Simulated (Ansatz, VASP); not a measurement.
# TiAl: VASP beside Ansatz

INCAR

```
PREC = Accurate
ENCUT = 520
EDIFF = 1E-6
ISMEAR = 0
SIGMA = 0.15
LREAL = False
LASPH = True
NELM = 60
ALGO = Fast
ISIF = 2
LWAVE = False
LCHARG = False
GGA = PS
NBANDS = 14
```

KPOINTS

```
Automatic mesh
0
Gamma
  16 16 16
```

POSCAR

```
TiAl
1.0
    3.2459210273      0.0000000000      0.0000000000
    0.0000000000      3.2459210273      0.0000000000
    0.0000000000      0.0000000000      2.8246004779
Ti Al
1 1
Direct
    0.0000000000      0.0000000000      0.0000000000
    0.5000000000      0.5000000000      0.5000000000
```

Input for Ansatz:

```yaml
crystal:
  lattice:
    - [3.2459210273, 0.0, 0.0]
    - [0.0, 3.2459210273, 0.0]
    - [0.0, 0.0, 2.8246004779]
  atoms:
    - { symbol: Ti, position: [0.0, 0.0, 0.0] }
    - { symbol: Al, position: [0.5, 0.5, 0.5] }
basis:
  ecutwfc: 520.0
kpoints:
  mp_grid: { grid: [16, 16, 16] }
hamiltonian:
  xc: pbesol
  pseudopotentials: { kind: paw, azcp: { folder: soft_1 } }
scf:
  occupations: { method: gaussian, width: 0.15 }
output:
  forces: true
  stress: true
  eigenvalues: true
```

Alike in both runs: task single point; functional PBEsol; k mesh 16 × 16 × 16; occupations gaussian, width 0.15 eV; no spin polarisation.

|  | VASP | Ansatz |
| --- | --- | --- |
| version | VASP 6.6.1 | Ansatz 0.2.0 |
| potentials or method | VASP PAW PBE potentials, release 64 (Ti_sv, Al), cutoff 520 eV | scalar-relativistic, plane waves, PAW |
| valence electrons in the cell | 15 | 15 |

VASP gave:

* gap on the k mesh at the Fermi level (eV): none
* pressure (GPa): 7.9
* traceless stress, the component that is largest in VASP (GPa): 0.39

**Question.** Estimate Ansatz's values.

**Answer.** gap on the k mesh at the Fermi level (eV): none; pressure (GPa): 8.0; traceless stress, the component that is largest in VASP (GPa): 0.39.

VASP's potentials were made for PBE, not for PBEsol, and Ansatz warns of the same on its side. A gap of «none» marks a metal or a gap that the smearing closes. With one functional, cell and mesh, what is left measures potentials, basis and numerics.
